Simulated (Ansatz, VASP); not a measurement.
Zr2Cl: VASP beside Ansatz

```
Zr Cl
1.0
     4.48676    0.00000    0.00000
     0.00000    4.48676    0.00000
     0.00000    0.00000    3.10591
Zr Cl
2 1
Direct
  0.00000 0.50000 0.50000
  0.50000 0.00000 0.50000
  0.50000 0.50000 0.00000
```

Alike in both runs: functional PBE; k mesh 10 × 10 × 16; occupations gaussian, width 0.1 eV; no spin polarisation.

Ansatz relaxed the structure, and its values are those at the end. VASP's run is a single point on that final structure, the one shown.

|  | VASP | Ansatz |
| --- | --- | --- |
| version | VASP 6.6.1 | Ansatz 0.2.0 |
| potentials or method | VASP PAW PBE potentials, release 64 (Zr_sv, Cl), cutoff 520 eV | scalar-relativistic, plane waves, PAW |
| valence electrons in the cell | 31 | 31 |

Ansatz gave:

- gap on the k mesh at the Fermi level (eV): none
- pressure (GPa): 0.0

Estimate VASP's values.

gap on the k mesh at the Fermi level (eV): none; pressure (GPa): 0.2.

A gap of «none» marks a metal or a gap that the smearing closes.
